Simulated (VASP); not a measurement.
# Lu2AlN3 (P-6m2) in VASP: single point with PBE

Aim: the single point of Lu2AlN3 with PBE.

All numbers are computed with VASP 6.6.1; they aren't measurements. Logs are shortened: lines on timing, memory, paths and dates and some standing lists are left out, and cuts for length are marked.

### Step 1. The cell of the first run

It takes space group P-6m2 (No. 187, hexagonal). Conventional cell: a = 4.370 Å, b = 4.370 Å, c = 6.780 Å, α = 90.00°, β = 90.00°, γ = 120.00°. Within 1.9 Å of Lu (site symmetry 3m) lie 1 N at 1.42 Å. Al (site symmetry -6m2) has 6 N at 2.68 Å and 6 Lu at 3.42 Å within 3.5 Å. N (site symmetry 3m) has 1 Lu at 1.42 Å and 1 N at 1.78 Å within 1.9 Å. Within 3.6 Å of N (site symmetry -6m2) lie 6 Lu at 2.74 Å and 6 N at 3.55 Å.

### Step 2. Single point, PBE

Contents of INCAR:

```
SYSTEM = Lu2AlN3
PREC = Accurate ; ENCUT = 520
EDIFF = 1E-6 ; ISMEAR = 0
SIGMA = 0.1 ; LREAL = .False.
LASPH = .True. ; NELM = 80
ALGO = Normal ; ISIF = 2
LWAVE = .False. ; LCHARG = .False.
GGA = PE ; NBANDS = 43
```

Contents of KPOINTS:

```
Automatic mesh
0
Gamma
  6 6 4
  0 0 0
```

Contents of POSCAR:

```
Lu2AlN3
1.0
    4.3699137900      0.0000000000      0.0000000000
   -2.1849569000      3.7844563600      0.0000000000
    0.0000000000      0.0000000000      6.7802690300
Lu Al N
2 1 3
Direct
    0.0000000000      0.0000000000      0.3405718800
    0.0000000000      0.0000000000      0.6594281200
    0.3333333300      0.6666666700      0.0000000000
    0.0000000000      0.0000000000      0.8686020200
    0.0000000000      0.0000000000      0.1313979800
    0.6666666700      0.3333333300      0.5000000000
```

Potentials or basis: VASP PAW PBE potentials, release 64 (Lu, Al, N).

Started as:

```bash
> cat potpaw_PBE.64/Lu/POTCAR potpaw_PBE.64/Al/POTCAR potpaw_PBE.64/N/POTCAR > POTCAR
> mpirun -np 1 vasp_std > vasp.out
```

OUTCAR:

```text
SYSTEM = Lu2AlN3
   PREC = Accurate
   ENCUT = 520
   EDIFF = 1E-6
   ISMEAR = 0
   LREAL = .False.
   LASPH = .True.
   NELM = 80
   ISIF = 2
   GGA = PE

 ion  position               nearest neighbor table
   1  0.000  0.000  0.341-   5 1.42   2 2.16   6 2.74   6 2.74   6 2.74   3 3.42   3 3.42   3 3.42

   2  0.000  0.000  0.659-   4 1.42   1 2.16   6 2.74   6 2.74   6 2.74   3 3.42   3 3.42   3 3.42

   3  0.333  0.667  0.000-   1 3.42   2 3.42   1 3.42   2 3.42   1 3.42   2 3.42
   4  0.000  0.000  0.869-   2 1.42
   5  0.000  0.000  0.131-   1 1.42
   6  0.667  0.333  0.500-   1 2.74   2 2.74   1 2.74   2 2.74   1 2.74   2 2.74

  LATTYP: Found a hexagonal cell.
 ALAT       =     4.3699137900
 C/A-ratio  =     1.5515795862

  Lattice vectors:

 A1 = (   4.3699137900,   0.0000000000,   0.0000000000)
 A2 = (  -2.1849569000,   3.7844563600,   0.0000000000)
 A3 = (   0.0000000000,   0.0000000000,   6.7802690300)

Analysis of symmetry for initial positions (statically):
=====================================================================
 Subroutine PRICEL returns:
 Original cell was already a primitive cell.

 Routine SETGRP: Setting up the symmetry group for a
 hexagonal supercell.

 Subroutine GETGRP returns: Found 12 space group operations
 (whereof 12 operations were pure point group operations)
 out of a pool of 24 trial point group operations.

The static configuration has the point symmetry D_3h.

Analysis of symmetry for dynamics (positions and initial velocities):
=====================================================================
 Subroutine PRICEL returns:
 Original cell was already a primitive cell.

 Routine SETGRP: Setting up the symmetry group for a
 hexagonal supercell.

 Subroutine GETGRP returns: Found 12 space group operations
 (whereof 12 operations were pure point group operations)
 out of a pool of 24 trial point group operations.

The dynamic configuration has the point symmetry D_3h.

 Subroutine INISYM returns: Found 12 space group operations
 (whereof 12 operations are pure point group operations),
 and found     1 'primitive' translations

----------------------------------------------------------------------------------------

                                     Primitive cell

  volume of cell :     112.1304

  direct lattice vectors                    reciprocal lattice vectors
[... 93 lines left out ...]
   EDIFFG = 0.1E-04   stopping-criterion for IOM
   NSW    =      0    number of steps for IOM
   IBRION =     -1    ionic relax: 0-MD 1-quasi-New 2-CG
   NFREE  =      0    steps in history (QN), initial steepest desc. (CG)
   ISIF   =      2    stress and relaxation
   ISYM   =      2    0-nonsym 1-usesym 2-fastsym
   POTIM  = 0.5000    time-step for ionic-motion
   TEBEG  =    0.0;   TEEND  =   0.0 temperature during run
   PSTRESS=    0.0 pullay stress
   NELECT =      68.0000    total number of electrons
   NUPDOWN=      -1.0000    fix difference up-down
   EMIN   =  10.00;   EMAX   =-10.00  energy-range for DOS
   EFERMI =   0.00;   METHOD = LEGACY
   ISMEAR =     0;   SIGMA  =   0.10  broadening in eV -4-tet -1-fermi 0-gaus
   EFERMI_NEDOS =   21; number of points for ismear=-14 and -15
   IALGO  =     38    algorithm
   IMIX   =      4    mixing-type and parameters
     AMIX     =   0.40;   BMIX     =  1.00
     AMIX_MAG =   1.60;   BMIX_MAG =  1.00
  volume/ion in A,a.u.               =      18.69       126.12
  Fermi-wavevector in a.u.,A,eV,Ry     =   1.385703  2.618598 26.125522  1.920172
  Thomas-Fermi vector in A             =   2.510088
   LORBIT       =      0    0 simple, 1 ext, 2 COOP (PROOUT), +10 PAW based schemes
   GGA     = PE    functional components
   LHFCALC =     F    Hartree Fock is set to
   AEXX    =    0.0000 exact exchange contribution
   IVDW    =     0    specifies the selected vdW correction
   LEPSILON=     F    determine dielectric tensor
   LRPA    =     F    only Hartree local field effects (RPA)
 non-spin polarized calculation
 Gauss-broadening in eV      SIGMA  =   0.10
  energy-cutoff  :      520.00
  volume of cell :      112.13
 maximum number of plane-waves:      3034
 NGX is ok and might be reduce to    36
   NGX = 17   NGY = 17   NGZ = 25

 number of electron      68.0000026 magnetization

 Free energy of the ion-electron system (eV)
  ---------------------------------------------------
  ext. energy  EPLUGINS =         0.00000000
  ---------------------------------------------------
  free energy    TOTEN  =       -16.23270717 eV

  energy without entropy =      -16.21733920  energy(sigma->0) =      -16.22502319

 E-fermi :   2.4767     XC(G=0):  -9.6013

 val. band max:        2.4642892216   @ k =   0.5000  -0.0000   0.5000
 cond. band min:       2.5060983249   @ k =   0.3333   0.3333   0.5000
 fundamental gap:      0.0418091032
 Fermi energy:         2.4766756133

 k-point     1 :       0.0000    0.0000    0.0000
  band No.  band energies     occupation
      1     -54.5629      2.00000
      2     -53.9018      2.00000
      3     -30.1561      2.00000
      4     -26.8894      2.00000
      5     -24.5375      2.00000
      6     -24.5375      2.00000
[... 955 lines left out ...]
     42       7.0815      0.00000
     43       7.9399      0.00000

------------------------ aborting loop because EDIFF is reached ----------------------------------------

  FORCE on cell =-STRESS in cart. coord.  units (eV):
  Direction    XX          YY          ZZ          XY          YZ          ZX
  --------------------------------------------------------------------------------------
  -------------------------------------------------------------------------------------
  Total       -9.8690957     -9.8690957    139.5734691      0.0000000      0.0000000      0.0000000
  in kB     -141.0147835   -141.0147839   1994.2984799      0.0000002      0.0000000      0.0000000
  external PRESSURE =     570.7563042 kB  Pullay stress =       0.0000000 kB

 VOLUME and BASIS-vectors are now :
 -----------------------------------------------------------------------------
  energy-cutoff  :      520.00
  volume of cell :      112.13
      direct lattice vectors                 reciprocal lattice vectors
     4.369913790  0.000000000  0.000000000     0.228837466  0.132119373  0.000000000
    -2.184956900  3.784456360  0.000000000     0.000000000  0.264238745  0.000000000
     0.000000000  0.000000000  6.780269030     0.000000000  0.000000000  0.147486773

 POSITION                                       TOTAL-FORCE (eV/Angst)
 -----------------------------------------------------------------------------------
      0.00000      0.00000      2.30917        -0.000000     -0.000000     30.778822
      0.00000      0.00000      4.47110        -0.000000     -0.000000    -30.778822
     -0.00000      2.52297      0.00000         0.000000      0.000000      0.000000
      0.00000      0.00000      5.88936        -0.000000      0.000000     39.034796
      0.00000      0.00000      0.89091         0.000000      0.000000    -39.034796
      2.18496      1.26149      3.39013         0.000000     -0.000000      0.000000
 -----------------------------------------------------------------------------------
    total drift:                               -0.000012      0.000007     -0.000000

  FREE ENERGIE OF THE ION-ELECTRON SYSTEM (eV)
  ---------------------------------------------------
  free  energy   TOTEN  =       -16.2327071741 eV

  energy  without entropy=      -16.2173392008  energy(sigma->0) =      -16.22502319
```

OSZICAR:

```text
N       E                     dE             d eps       ncg     rms          rms(c)
DAV:   1     0.605447735799E+03    0.60545E+03   -0.27270E+04  2684   0.500E+03
DAV:   2     0.890549151716E+02   -0.51639E+03   -0.48679E+03  2182   0.769E+02
DAV:   3    -0.116982621496E+02   -0.10075E+03   -0.97106E+02  2044   0.191E+02
DAV:   4    -0.251283749184E+02   -0.13430E+02   -0.13234E+02  2889   0.622E+01
DAV:   5    -0.257499391410E+02   -0.62156E+00   -0.61927E+00  2740   0.129E+01    0.511E+01
DAV:   6    -0.163688593964E+02    0.93811E+01   -0.43835E+01  3228   0.111E+02    0.239E+01
DAV:   7    -0.170695607929E+02   -0.70070E+00   -0.22991E+01  3185   0.524E+01    0.848E+00
DAV:   8    -0.161695566301E+02    0.90000E+00   -0.67179E+00  3190   0.382E+01    0.609E+00
DAV:   9    -0.162418239383E+02   -0.72267E-01   -0.97934E-01  2425   0.521E+00    0.171E+00
DAV:  10    -0.162323145101E+02    0.95094E-02   -0.21150E-01  3148   0.445E+00    0.632E-01
DAV:  11    -0.162316089123E+02    0.70560E-03   -0.63149E-02  2812   0.328E+00    0.295E-01
DAV:  12    -0.162325615913E+02   -0.95268E-03   -0.15151E-02  2700   0.930E-01    0.208E-01
DAV:  13    -0.162326194470E+02   -0.57856E-04   -0.20402E-03  2828   0.539E-01    0.107E-01
DAV:  14    -0.162326607697E+02   -0.41323E-04   -0.60204E-04  2772   0.402E-01    0.340E-02
DAV:  15    -0.162326974942E+02   -0.36725E-04   -0.19915E-04  2452   0.136E-01    0.152E-02
DAV:  16    -0.162327054801E+02   -0.79859E-05   -0.43181E-05  2268   0.439E-02    0.968E-03
DAV:  17    -0.162327067620E+02   -0.12818E-05   -0.71467E-06  2092   0.350E-02    0.439E-03
DAV:  18    -0.162327071741E+02   -0.41214E-06   -0.25694E-06  1772   0.118E-02
   1 F= -.16232707E+02 E0= -.16225023E+02  d E =-.153680E-01
```

Wall time 2.3 min (1 thread of AMD EPYC 7R43 (Zen 3), shared host); peak memory 0.26 GiB.

What came out:

- Free energy: -16.2327 eV
- Pressure: 57.1 GPa
- Largest force: 39.035 eV/Å
- Band gap on the k mesh: zero (band 34 reaches 2.51 eV, above the bottom of band 35 at 2.43 eV)

Forces on the atoms (eV/Å):
```
Lu    0.000   0.000  30.779
Lu    0.000   0.000 -30.779
Al    0.000   0.000   0.000
N     0.000   0.000  39.035
N     0.000   0.000 -39.035
N     0.000   0.000   0.000
```

Levels at points of the mesh, in eV from the Fermi level:
```csv
k point,band 31,band 32,band 33,band 34,band 35,band 36,band 37,band 38
"(0.00, 0.00, 0.00)",-2.63,-2.50,-1.84,-1.84,1.05,1.25,1.95,1.95
"(0.50, 0.00, 0.00)",-2.73,-1.52,-1.30,-1.28,0.89,0.99,2.39,2.77
"(0.00, 0.00, 0.50)",-2.07,-1.73,-1.73,-1.19,0.11,1.37,2.25,2.25
"(0.50, 0.00, 0.50)",-1.90,-1.23,-1.08,-0.01,0.05,0.86,2.00,3.66
```

Caveat: spin-orbit coupling is left out, which moves the levels of the heavy elements; forces of over 1 eV/Å act on the atoms, so gaps and moduli don't describe the material at rest.
